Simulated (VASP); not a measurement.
Write the native input for VASP 6.6.1 that does the following.

- Task: single point
- Functional: PBE
- Potentials or basis: VASP PAW PBE potentials, release 64 (Pt, H)
- Cutoff: 520 eV
- k mesh: 6 × 6 × 1
- Occupations: gaussian, width 0.1 eV
- Spin: no spin polarisation
- Dipole correction: yes
- Further INCAR settings: ALGO = Normal; EDIFF = 1e-07; NBANDS = 74

The structure of HPt6 lies in POSCAR:

```
HPt6
1.0
    5.6143281343      0.0000000000      0.0000000000
   -2.8071640672      4.8621507895      0.0000000000
    0.0000000000      0.0000000000     22.6192653717
Pt H
12 2
Direct
    0.3333333333      0.1666666667      0.1768404028
    0.3333333333      0.6666666667      0.1768404028
    0.8333333333      0.1666666667      0.1768404028
    0.8333333333      0.6666666667      0.1768404028
    0.1666666667      0.3333333333      0.2789526245
    0.1666666667      0.8333333333      0.2789526245
    0.6666666667      0.3333333333      0.2789526245
    0.6666666667      0.8333333333      0.2789526245
    0.0000000000      0.0000000000      0.3810585901
    0.0000000000      0.5000000000      0.3810585901
    0.5000000000      0.0000000000      0.3810585901
    0.5000000000      0.5000000000      0.3810585901
    0.1549289049      0.3098578098      0.4433948321
    0.3450710951      0.6901421902      0.4433948321
```

These files were run (other wordings do the same):

INCAR

```
PREC = Accurate
ENCUT = 520
EDIFF = 1E-7
ISMEAR = 0
SIGMA = 0.1
LREAL = False
LASPH = True
NELM = 80
ALGO = Normal
ISIF = 2
LWAVE = False
LCHARG = False
LDIPOL = True
IDIPOL = 3
DIPOL = 0.5 0.5 0.302
GGA = PE
NBANDS = 74
```

KPOINTS

```
Automatic mesh
0
Gamma
  6 6 1
```

Potentials or basis: VASP PAW PBE potentials, release 64 (Pt, H).

The run is started by

```sh
$ cat potpaw_PBE.64/Pt/POTCAR potpaw_PBE.64/H/POTCAR > POTCAR
$ mpirun -np 1 vasp_std > vasp.out
```

It gave:

```yaml
Largest_force: 1.757 eV/Å
Band_gap_on_the_k_mesh: zero (bands 61 and 62 overlap by 0.68 eV)
```

Caveat: spin-orbit coupling is left out, which moves the levels of the heavy elements.

It took 24 min on 1 thread of Intel(R) Xeon(R) 6975P-C (Granite Rapids), with other jobs on the host, peak memory 0.86 GiB.
